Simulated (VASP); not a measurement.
Wanted: the native input for a VASP 6.6.1 run.

```
Task                   : single point
Functional             : PBEsol
Potentials or basis    : VASP PAW PBE potentials, release 64 (Ru_pv)
Cutoff                 : 500 eV
k mesh                 : 8 × 8 × 8
Occupations            : gaussian, width 0.1 eV
Spin                   : no spin polarisation
Dipole correction      : no
Further INCAR settings : ALGO = Normal; EDIFF = 1e-06; NBANDS = 13
```

The structure of Ru lies in POSCAR:

```
Ru
1.0
    0.0000000000      1.8818849034      1.8818849034
    1.8818849034      0.0000000000      1.8818849034
    1.8818849034      1.8818849034      0.0000000000
Ru
1
Direct
    0.0000000000      0.0000000000      0.0000000000
```

One way to write it, as run:

INCAR

```
PREC = Accurate
ENCUT = 500
EDIFF = 1E-6
ISMEAR = 0
SIGMA = 0.1
LREAL = F
LASPH = T
NELM = 120
ALGO = Normal
ISIF = 2
LWAVE = F
LCHARG = T
GGA = PS
LELF = T
LVHAR = T
NBANDS = 13
GGA_COMPAT = F
```

KPOINTS

```
Automatic mesh
0
Gamma
  8 8 8
```

Potentials or basis: VASP PAW PBE potentials, release 64 (Ru_pv).

Command:

```console
$ cat potpaw_PBE.64/Ru_pv/POTCAR > POTCAR
$ mpirun -np 1 vasp_std > vasp.out
```

Results of the run:

```yaml
Pressure: 0.2 GPa
Band_gap_on_the_k_mesh: zero (band 7 reaches 15.31 eV, above the bottom of band 8 at 12.06 eV)
```

Caveat: the k points lie up to 0.36 Å⁻¹ apart; the PAW data sets were made with another functional, which shifts forces and pressure a little.

It used 4.2 s of CPU time on 1 thread of Intel Xeon 6975P-C, with other jobs on the host.
